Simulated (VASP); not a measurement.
Runs of VASP 6.6.1 on BeS. The structure is that of space group F-43m (No. 216), or close to it. The cells are those of the table. 

| task | cell | k mesh | cutoff (eV) | smearing | k mesh for the DOS | occupations for the DOS | ions in elastic constants | gap on the mesh (eV) | pressure (GPa) |
| --- | --- | --- | --- | --- | --- | --- | --- | --- | --- |
| single point | a = 3.377 Å, angles 60.0°, 2 atoms | 8 × 8 × 8 | 520 | gaussian 0.02 eV | - | - | - | 3.00 | 6.5 |
| single point | a = 3.429 Å, angles 60.0°, 2 atoms | 6 × 6 × 6 | 520 | gaussian 0.1 eV | - | - | - | 3.11 | 1.6 |
| relaxation of cell and atoms | relaxed from a = 3.429 Å, angles 60.0°, 2 atoms | 8 × 8 × 8 | 600 | gaussian 0.02 eV | - | - | - | 3.15 | 0.0 |
| single point | a = 3.559 Å, angles 60.0°, 2 atoms | 8 × 8 × 8 | 520 | gaussian 0.02 eV | - | - | - | 3.33 | -7.4 |
| single point | a = 3.482 Å, angles 60.0°, 2 atoms | 8 × 8 × 8 | 520 | gaussian 0.02 eV | - | - | - | (b) | -2.6 |
| single point | a = 3.515 Å, angles 60.0°, 2 atoms | 8 × 8 × 8 | 520 | gaussian 0.02 eV | - | - | - | 3.26 | -4.8 |
| single point | a = 3.341 Å, angles 60.0°, 2 atoms | 8 × 8 × 8 | 520 | gaussian 0.02 eV | - | - | - | (a) | 10.5 |
| single point | a = 3.413 Å, angles 60.0°, 2 atoms | 8 × 8 × 8 | 520 | gaussian 0.02 eV | - | - | - | 3.08 | 3.0 |
| single point | a = 3.448 Å, angles 60.0°, 2 atoms | 8 × 8 × 8 | 520 | gaussian 0.02 eV | - | - | - | 3.15 | 0.0 |

Alike in all rows: level PBE; potentials or basis VASP PAW PBE potentials, release 64 (Be, S); no spin polarisation.

**Question.** Estimate the missing entries.

**Answer.** (a) 2.92; (b) 3.21.

A k mesh can miss the band edges.
